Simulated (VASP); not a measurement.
Here is a VASP 6.6.1 calculation.

The input INCAR:

```
  PREC = Accurate
  ENCUT = 520
  EDIFF = 1E-7
  ISMEAR = -1
  SIGMA = 0.02
  LREAL = False
  LASPH = True
  NELM = 60
  ALGO = Normal
  ISIF = 2
  LWAVE = False
  LCHARG = True
  GGA = PE
  LELF = True
  LVHAR = True
  NBANDS = 20
```

Contents of KPOINTS:

```
regular mesh
0
Gamma
  6 6 4
```

The input POSCAR:

```
MoS2
1.0
    3.2202374436      0.0000000000      0.0000000000
   -1.6101187218      2.7888074324      0.0000000000
    0.0000000000      0.0000000000      5.9450268531
Mo S
1 2
Direct
    0.0000000000      0.0000000000      0.0000000000
    0.3333333333      0.6666666667      0.2600310815
    0.6666666667      0.3333333333      0.7399689185
```

Potentials or basis: VASP PAW PBE potentials, release 64 (Mo_sv, S).

Launch:

```console
$ cat potpaw_PBE.64/Mo_sv/POTCAR potpaw_PBE.64/S/POTCAR > POTCAR
$ mpirun -np 1 vasp_std > vasp.out
```

**Question.** Estimate the largest force.

**Answer.** 0.131 eV/Å.

**Question.** Predict the band gap on the k mesh.

**Answer.** Zero (band 13 reaches 8.37 eV, above the bottom of band 14 at 7.29 eV).

**Question.** Predict the pressure.

**Answer.** 2.2 GPa.

Forces in eV/Å, atoms in the order of the input:
```
Mo   0.000  0.000  0.000
S    0.000  0.000  0.131
S    0.000  0.000 -0.131
```

Caveat: the k points lie up to 0.38 Å⁻¹ apart; this functional lacks dispersion, which binds the layers, so the pressure and a relaxed spacing across them are unreliable.
